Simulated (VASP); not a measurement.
# AgB2 (P6/mmm) in VASP: notebook

The runs below take AgB2 through single point, relaxation of cell and atoms, with PBE.

All numbers are computed with VASP 6.6.1; they aren't measurements. Logs are shortened: lines on timing, memory, paths and dates and some standing lists are left out, and cuts for length are marked.

## 1. The cell of the first run

The structure is hexagonal, space group P6/mmm (No. 191). Conventional cell: a = 3.021 Å, b = 3.021 Å, c = 4.063 Å, α = 90.00°, β = 90.00°, γ = 120.00°. Ag (site symmetry 6/mmm) has 12 B at 2.68 Å and 6 Ag at 3.02 Å within 3.5 Å. B (site symmetry -6m2) has 3 B at 1.74 Å within 2.3 Å.

## 2. Single point, PBE

Contents of INCAR:

```
PREC = Accurate ; ENCUT = 520
EDIFF = 1E-7 ; ISMEAR = 0
SIGMA = 0.1 ; LREAL = F
LASPH = T ; NELM = 100
ALGO = Normal ; ISIF = 2
LWAVE = F ; LCHARG = F
GGA = PE ; NBANDS = 16
```

Contents of KPOINTS:

```
Automatic mesh
0
Gamma
  18 18 12
```

Contents of POSCAR:

```
AgB2
1.0
    3.0211797370      0.0000000000      0.0000000000
   -1.5105898685      2.6164184017      0.0000000000
    0.0000000000      0.0000000000      4.0627662197
Ag B
1 2
Direct
    0.0000000000      0.0000000000      0.0000000000
    0.3333333333      0.6666666667      0.5000000000
    0.6666666667      0.3333333333      0.5000000000
```

Potentials or basis: VASP PAW PBE potentials, release 64 (Ag, B).

On the command line:

```sh
> cat potpaw_PBE.64/Ag/POTCAR potpaw_PBE.64/B/POTCAR > POTCAR
> mpirun -np 1 vasp_std > vasp.out
```

OUTCAR:

```text
PREC = Accurate
   ENCUT = 520
   EDIFF = 1E-7
   ISMEAR = 0
   LREAL = F
   LASPH = T
   NELM = 100
   ISIF = 2
   GGA = PE

 ion  position               nearest neighbor table
   1  0.000  0.000  0.000-   2 2.68   3 2.68   2 2.68   3 2.68   3 2.68   3 2.68   2 2.68   2 2.68
                             3 2.68   3 2.68   2 2.68   2 2.68
   2  0.333  0.667  0.500-   3 1.74   3 1.74   3 1.74   1 2.68   1 2.68   1 2.68   1 2.68   1 2.68
                             1 2.68
   3  0.667  0.333  0.500-   2 1.74   2 1.74   2 1.74   1 2.68   1 2.68   1 2.68   1 2.68   1 2.68
                             1 2.68

  LATTYP: Found a hexagonal cell.
 ALAT       =     3.0211797370
 C/A-ratio  =     1.3447615082

  Lattice vectors:

 A1 = (   3.0211797370,   0.0000000000,   0.0000000000)
 A2 = (  -1.5105898685,   2.6164184017,   0.0000000000)
 A3 = (   0.0000000000,   0.0000000000,   4.0627662197)

Analysis of symmetry for initial positions (statically):
=====================================================================
 Subroutine PRICEL returns:
 Original cell was already a primitive cell.

 Routine SETGRP: Setting up the symmetry group for a
 hexagonal supercell.

 Subroutine GETGRP returns: Found 24 space group operations
 (whereof 24 operations were pure point group operations)
 out of a pool of 24 trial point group operations.

The static configuration has the point symmetry D_6h.

Analysis of symmetry for dynamics (positions and initial velocities):
=====================================================================
 Subroutine PRICEL returns:
 Original cell was already a primitive cell.

 Routine SETGRP: Setting up the symmetry group for a
 hexagonal supercell.

 Subroutine GETGRP returns: Found 24 space group operations
 (whereof 24 operations were pure point group operations)
 out of a pool of 24 trial point group operations.

The dynamic configuration has the point symmetry D_6h.

 Subroutine INISYM returns: Found 24 space group operations
 (whereof 24 operations are pure point group operations),
 and found     1 'primitive' translations

----------------------------------------------------------------------------------------

                                     Primitive cell

  volume of cell :      32.1148

  direct lattice vectors                    reciprocal lattice vectors
     3.021179737  0.000000000  0.000000000     0.330996527  0.191100934  0.000000000
    -1.510589869  2.616418402  0.000000000     0.000000000  0.382201868  0.000000000
[... 89 lines left out ...]
   EDIFFG = 0.1E-05   stopping-criterion for IOM
   NSW    =      0    number of steps for IOM
   IBRION =     -1    ionic relax: 0-MD 1-quasi-New 2-CG
   NFREE  =      0    steps in history (QN), initial steepest desc. (CG)
   ISIF   =      2    stress and relaxation
   ISYM   =      2    0-nonsym 1-usesym 2-fastsym
   POTIM  = 0.5000    time-step for ionic-motion
   TEBEG  =    0.0;   TEEND  =   0.0 temperature during run
   PSTRESS=    0.0 pullay stress
   NELECT =      17.0000    total number of electrons
   NUPDOWN=      -1.0000    fix difference up-down
   EMIN   =  10.00;   EMAX   =-10.00  energy-range for DOS
   EFERMI =   0.00;   METHOD = LEGACY
   ISMEAR =     0;   SIGMA  =   0.10  broadening in eV -4-tet -1-fermi 0-gaus
   EFERMI_NEDOS =   21; number of points for ismear=-14 and -15
   IALGO  =     38    algorithm
   IMIX   =      4    mixing-type and parameters
     AMIX     =   0.40;   BMIX     =  1.00
     AMIX_MAG =   1.60;   BMIX_MAG =  1.00
  volume/ion in A,a.u.               =      10.70        72.24
  Fermi-wavevector in a.u.,A,eV,Ry     =   1.324309  2.502581 23.861814  1.753794
  Thomas-Fermi vector in A             =   2.453853
   LORBIT       =      0    0 simple, 1 ext, 2 COOP (PROOUT), +10 PAW based schemes
   GGA     = PE    functional components
   LHFCALC =     F    Hartree Fock is set to
   AEXX    =    0.0000 exact exchange contribution
   IVDW    =     0    specifies the selected vdW correction
   LEPSILON=     F    determine dielectric tensor
   LRPA    =     F    only Hartree local field effects (RPA)
 non-spin polarized calculation
 Gauss-broadening in eV      SIGMA  =   0.10
  energy-cutoff  :      520.00
  volume of cell :       32.11
 maximum number of plane-waves:       891
 NGX is ok and might be reduce to    24
   NGX = 11   NGY = 11   NGZ = 15

 number of electron      16.9999995 magnetization

 Free energy of the ion-electron system (eV)
  ---------------------------------------------------
  ext. energy  EPLUGINS =         0.00000000
  ---------------------------------------------------
  free energy    TOTEN  =       -14.57115416 eV

  energy without entropy =      -14.56596961  energy(sigma->0) =      -14.56856188

 E-fermi :   7.0155     XC(G=0): -11.9961

 val. band max:        6.9854725716   @ k =   0.1111   0.0556   0.5000
 cond. band min:       7.0256068063   @ k =   0.2222   0.0556   0.4167
 fundamental gap:      0.0401342347
 Fermi energy:         7.0155346452

 k-point     1 :       0.0000    0.0000    0.0000
  band No.  band energies     occupation
      1      -5.0029      2.00000
      2       1.3744      2.00000
      3       2.2606      2.00000
      4       2.2606      2.00000
      5       3.1938      2.00000
      6       3.1938      2.00000
[... 433 lines left out ...]
      3       1.3094      2.00000
      4       1.6008      2.00000
      5       2.7561      2.00000
      6       3.5595      2.00000
[... 8 lines left out ...]
     15      19.9732      0.00000
     16      22.4732      0.00000

 [... further k-points ...]

------------------------ aborting loop because EDIFF is reached ----------------------------------------

  FORCE on cell =-STRESS in cart. coord.  units (eV):
  Direction    XX          YY          ZZ          XY          YZ          ZX
  --------------------------------------------------------------------------------------
  -------------------------------------------------------------------------------------
  Total       -0.0112374     -0.0112374     -0.0287931      0.0000000      0.0000000      0.0000000
  in kB       -0.5606217     -0.5606217     -1.4364580      0.0000000      0.0000000      0.0000000
  external PRESSURE =      -0.8525671 kB  Pullay stress =       0.0000000 kB

 VOLUME and BASIS-vectors are now :
 -----------------------------------------------------------------------------
  energy-cutoff  :      520.00
  volume of cell :       32.11
      direct lattice vectors                 reciprocal lattice vectors
     3.021179737  0.000000000  0.000000000     0.330996527  0.191100934  0.000000000
    -1.510589869  2.616418402  0.000000000     0.000000000  0.382201868  0.000000000
     0.000000000  0.000000000  4.062766220     0.000000000  0.000000000  0.246137717

 POSITION                                       TOTAL-FORCE (eV/Angst)
 -----------------------------------------------------------------------------------
      0.00000      0.00000      0.00000         0.000000      0.000000      0.000000
     -0.00000      1.74428      2.03138        -0.000000      0.000000     -0.000000
      1.51059      0.87214      2.03138        -0.000000     -0.000000      0.000000
 -----------------------------------------------------------------------------------
    total drift:                               -0.000000      0.000000     -0.000000

  FREE ENERGIE OF THE ION-ELECTRON SYSTEM (eV)
  ---------------------------------------------------
  free  energy   TOTEN  =       -14.5711541550 eV

  energy  without entropy=      -14.5659696118  energy(sigma->0) =      -14.56856188
```

Wall time 77 s (1 thread of Intel Xeon Platinum 8259CL at 2.50GHz (Skylake/Cascade Lake), shared host); peak memory 0.25 GiB.

Results:

```yaml
Free_energy: -14.5712 eV
Pressure: -0.1 GPa
```

Stress tensor (GPa, compression positive):
```
-0.06  0.00  0.00
 0.00 -0.06  0.00
 0.00  0.00 -0.14
```

## 3. Relaxation of cell and atoms, PBE

Contents of INCAR:

```
ALGO = Normal
EDIFF = 1E-7
EDIFFG = -0.01
ENCUT = 600
GGA = PE
IBRION = 2
ISIF = 3
ISMEAR = 0
LASPH = True
LCHARG = False
LREAL = False
LWAVE = False
NELM = 100
NSW = 100
PREC = Accurate
SIGMA = 0.1
```

Contents of KPOINTS:

```
k-points
0
Gamma
  18 18 12
```

Contents of POSCAR:

```
AgB2
1.0
    3.0228839653      0.0000000000      0.0000000000
   -1.5114419826      2.6178943066      0.0000000000
    0.0000000000      0.0000000000      4.0585005201
Ag B
1 2
Direct
    0.0000000000      0.0000000000      0.0000000000
    0.3333333333      0.6666666667      0.5000000000
    0.6666666667      0.3333333333      0.5000000000
```

Potentials or basis: VASP PAW PBE potentials, release 64 (Ag, B).

On the command line:

```sh
> cat potpaw_PBE.64/Ag/POTCAR potpaw_PBE.64/B/POTCAR > POTCAR
> mpirun -np 1 vasp_std > vasp.out
```

Wall time 89 s (1 thread of Intel Xeon Platinum 8259CL at 2.50GHz (Skylake/Cascade Lake), shared host); peak memory 0.26 GiB.

Results (log left out):

```
Free energy                            : -14.5723 eV
Relaxed volume                         : 10.69 Å³/atom
Relaxed cell                           : a = 3.020 Å, b = 3.020 Å, c = 4.058 Å, α = 90.00°, β = 90.00°, γ = 120.00°
Space group after relaxing (to 0.05 Å) : P6/mmm (No. 191)
Energy gained by relaxing              : 0.0 meV/atom
Ionic steps                            : 2
Pressure after relaxing                : 0.1 GPa
```

Final structure:
```cif
data_structure
_symmetry_space_group_name_H-M 'P 1'
_symmetry_Int_Tables_number 1
_cell_length_a 3.0203
_cell_length_b 3.0203
_cell_length_c 4.0580
_cell_angle_alpha 90.000
_cell_angle_beta 90.000
_cell_angle_gamma 120.000
_cell_volume 32.06
loop_
_atom_site_label
_atom_site_type_symbol
_atom_site_fract_x
_atom_site_fract_y
_atom_site_fract_z
_atom_site_occupancy
Ag1 Ag 0.00000 0.00000 0.00000 1
B1 B 0.33333 0.66667 0.50000 1
B2 B 0.66667 0.33333 0.50000 1
```

Levels at points of the mesh, in eV from the Fermi level:
```csv
k point,band 6,band 7,band 8,band 9,band 10,band 11,band 12
"(0.00, 0.00, 0.00)",-3.83,-3.73,1.31,1.31,1.33,7.57,7.57
"(0.50, 0.00, 0.00)",-3.28,-2.64,-1.63,2.54,2.94,3.97,5.93
"(0.00, 0.00, 0.50)",-3.96,-3.96,1.01,1.01,7.52,8.74,8.74
"(0.50, 0.00, 0.50)",-3.27,-2.63,-2.53,-0.31,1.39,6.45,9.32
```

## 4. Single point, PBE

Contents of INCAR:

```
SYSTEM = AgB2
PREC     = Accurate       ! precision mode
ENCUT    = 520            ! plane-wave cutoff, eV
EDIFF    = 1E-7           ! SCF threshold, eV
ISMEAR   = 0              ! smearing method
SIGMA    = 0.1            ! smearing width, eV
LREAL    = .False.        ! projectors in reciprocal space
LASPH    = .True.         ! aspherical terms in the spheres
NELM     = 100            ! most SCF steps
ALGO     = Normal         ! electronic algorithm
ISIF     = 2              ! what is computed and relaxed
LWAVE    = .False.        ! write WAVECAR
LCHARG   = .True.         ! write CHGCAR
GGA      = PE             ! functional
LELF     = .True.         ! ELF
LVHAR    = .True.       
NBANDS   = 16             ! bands
```

Contents of KPOINTS:

```
regular mesh
0
Gamma
  6 6 6
  0 0 0
```

Contents of POSCAR:

```
AgB2
1.0
    3.0228839653     -0.0000000029      0.0000000000
   -1.5114419801      2.6178943081      0.0000000000
    0.0000000000      0.0000000000      4.0585005201
Ag B
1 2
Direct
    0.0000000000      0.0000000000      0.9999995173
    0.3333333333      0.6666666667      0.5000002414
    0.6666666667      0.3333333333      0.5000002414
```

On the command line:

```sh
> cat potpaw_PBE.64/Ag/POTCAR potpaw_PBE.64/B/POTCAR > POTCAR
> mpirun -np 1 vasp_std > vasp.out
```

It took 12 s on 1 thread of Intel Xeon Platinum 8259CL at 2.50GHz (Skylake/Cascade Lake), shared host; peak memory 0.15 GiB.

It converged, with:

- Free energy: -14.6064 eV
- Pressure: -0.1 GPa

Stress tensor (GPa, compression positive):
```
-0.02  0.00  0.00
 0.00 -0.02  0.00
 0.00  0.00 -0.17
```

Levels at points of the mesh, in eV from the Fermi level:
```tsv
k point	band 6	band 7	band 8	band 9	band 10	band 11
(0.00, 0.00, 0.00)	-3.99	-3.85	1.18	1.21	1.21	7.45
(0.50, 0.00, 0.00)	-3.46	-2.80	-1.73	2.41	2.81	3.81
(0.00, 0.00, 0.50)	-4.12	-4.12	0.91	0.91	7.38	8.63
(0.50, 0.00, 0.50)	-3.45	-2.77	-2.67	-0.42	1.23	6.33
```

Caveat: the k points lie up to 0.40 Å⁻¹ apart.

## 5. Overview

| task | cell | k mesh | cutoff (eV) | gap on the mesh (eV) | pressure (GPa) |
| --- | --- | --- | --- | --- | --- |
| single point | a = 3.021, b = 3.021, c = 4.063 Å, angles 90.0, 90.0, 120.0°, 3 atoms | 18 × 18 × 12 | 520 | none | -0.1 |
| relaxation of cell and atoms | relaxed from a = 3.023, b = 3.023, c = 4.059 Å, angles 90.0, 90.0, 120.0°, 3 atoms | 18 × 18 × 12 | 600 | none | 0.1 |
| single point | a = 3.023, b = 3.023, c = 4.059 Å, angles 90.0, 90.0, 120.0°, 3 atoms | 6 × 6 × 6 | 520 | none | -0.1 |

Alike in all rows: level PBE; potentials or basis VASP PAW PBE potentials, release 64 (Ag, B); no spin polarisation; smearing gaussian 0.1 eV.

Caveats: some runs use coarse meshes.

Total energies depend on the potentials used, so only differences within one code and one set of settings carry meaning.
